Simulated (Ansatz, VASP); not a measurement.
**One calculation of KTaO3, two programs**

The input POSCAR:

```
KTaO3
1.0
    3.7888850000      0.0000000000      0.0000000000
    0.0000000000      3.7888850000      0.0000000000
    0.0000000000      0.0000000000      3.8885925000
K Ta O
1 1 3
Direct
    0.5000000000      0.5000000000      0.5000000000
    0.0000000000      0.0000000000      0.0000000000
    0.5000000000      0.0000000000      0.0000000000
    0.0000000000      0.5000000000      0.0000000000
    0.0000000000      0.0000000000      0.5000000000
```

File INCAR.step1:

```
SYSTEM = KTaO3
PREC = Accurate ; ENCUT = 520
ISMEAR = 0 ; SIGMA = 0.05
LREAL = .False. ; LASPH = .True.
NELM = 100 ; NBANDS = 27
GGA = PE ; ALGO = Normal
EDIFF = 1E-4 ; LWAVE = .True.
LCHARG = .False.
```

INCAR.step2

```
SYSTEM = KTaO3
PREC = Accurate ; ENCUT = 520
EDIFF = 1E-7 ; ISMEAR = 0
SIGMA = 0.05 ; LREAL = .False.
LASPH = .True. ; NELM = 100
ALGO = Normal ; ISIF = 2
LWAVE = .False. ; LCHARG = .False.
METAGGA = R2SCAN ; LMIXTAU = .True.
NBANDS = 27 ; ISTART = 1
```

The input KPOINTS:

```
regular mesh
0
Gamma
  6 6 6
  0 0 0
```

Input for Ansatz:

```yaml
crystal:
  lattice:
    - [3.788885, 0.0, 0.0]
    - [0.0, 3.788885, 0.0]
    - [0.0, 0.0, 3.8885925]
  atoms:
    - { symbol: K, position: [0.5, 0.5, 0.5] }
    - { symbol: Ta, position: [0.0, 0.0, 0.0] }
    - { symbol: O, position: [0.5, 0.0, 0.0] }
    - { symbol: O, position: [0.0, 0.5, 0.0] }
    - { symbol: O, position: [0.0, 0.0, 0.5] }
basis:
  ecutwfc: 500
kpoints:
  mp_grid: { grid: [6, 6, 6] }
hamiltonian:
  xc: r2scan
scf:
  occupations: { method: gaussian, width: 0.05 }
output:
  forces: true
  stress: true
  eigenvalues: true
```

Change from the starting cell: strain -0.050 along x and y, -0.025 along z, atoms carried along.

Alike in both runs: task single point; functional r2SCAN; k mesh 6 × 6 × 6; occupations gaussian, width 0.05 eV; no spin polarisation.

```csv
,VASP,Ansatz
version,VASP 6.6.1,Ansatz 0.2.0
potentials or method,"VASP PAW PBE potentials, release 64 (K_sv, Ta_pv, O), cutoff 520 eV","scalar-relativistic, plane waves, PAW"
valence electrons in the cell,38,40
```

VASP gave:

```
gap on the k mesh at the Fermi level (eV)                     : 2.87
least direct gap on the mesh (eV)                             : 3.41
pressure (GPa)                                                : 38.1
traceless stress, the component that is largest in VASP (GPa) : -10.66
```

What did Ansatz give for the same quantities?

gap on the k mesh at the Fermi level (eV): 2.91; least direct gap on the mesh (eV): 3.42; pressure (GPa): 36.2; traceless stress, the component that is largest in VASP (GPa): -10.44.

VASP's potentials were made for PBE, not for r2SCAN. Both programs put the cell under a high pressure, so it lies far from rest at this level. VASP's potentials hold 38 valence electrons a cell and Ansatz's 40, so a difference there can come from the potentials and not from the codes.

Neither program's run includes spin-orbit coupling.
